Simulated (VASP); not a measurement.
Write the native input for VASP 6.6.1 that does the following.

```
Task                   : single point
Functional             : PBE
Potentials or basis    : VASP PAW PBE potentials, release 64 (W_sv, Se)
Cutoff                 : 500 eV
k mesh                 : 5 × 5 × 5
Occupations            : gaussian, width 0.2 eV
Spin                   : no spin polarisation
Dipole correction      : no
Further INCAR settings : ALGO = Normal; EDIFF = 1e-06; NBANDS = 24
```

The structure of W2Se lies in POSCAR:

```
W2Se
1.0
    0.0000000000      2.9808136796      2.9808136796
    2.9808136796      0.0000000000      2.9808136796
    2.9808136796      2.9808136796      0.0000000000
W Se
2 1
Direct
    0.7500000000      0.7500000000      0.7500000000
    0.2500000000      0.2500000000      0.2500000000
    0.5000000000      0.5000000000      0.5000000000
```

The cell was generated, and may not be a known phase.

The input as run:

INCAR

```
SYSTEM = W2Se
PREC = Accurate
ENCUT = 500
EDIFF = 1E-6
ISMEAR = 0
SIGMA = 0.2
LREAL = .FALSE.
LASPH = .TRUE.
NELM = 120
ALGO = Normal
ISIF = 2
LWAVE = .FALSE.
LCHARG = .TRUE.
GGA = PE
LELF = .TRUE.
LVHAR = .TRUE.
NBANDS = 24
GGA_COMPAT = .FALSE.
```

KPOINTS

```
regular mesh
0
G
  5 5 5
  0 0 0
```

Potentials or basis: VASP PAW PBE potentials, release 64 (W_sv, Se).

The run is started by

```sh
$ cat potpaw_PBE.64/W_sv/POTCAR potpaw_PBE.64/Se/POTCAR > POTCAR
$ mpirun -np 1 vasp_std > vasp.out
```

Results of the run:

The pressure is 0.4 GPa and the band gap on the k mesh is zero (bands 17 and 18 overlap by 2.27 eV).

Caveat: the k points lie up to 0.37 Å⁻¹ apart, too coarse for converged energies and pressures of a metal; spin-orbit coupling is left out, which moves the levels of the heavy elements.

Run time: 14 s on 1 thread of Intel Xeon 8259CL (shared host), peak memory 0.17 GiB.
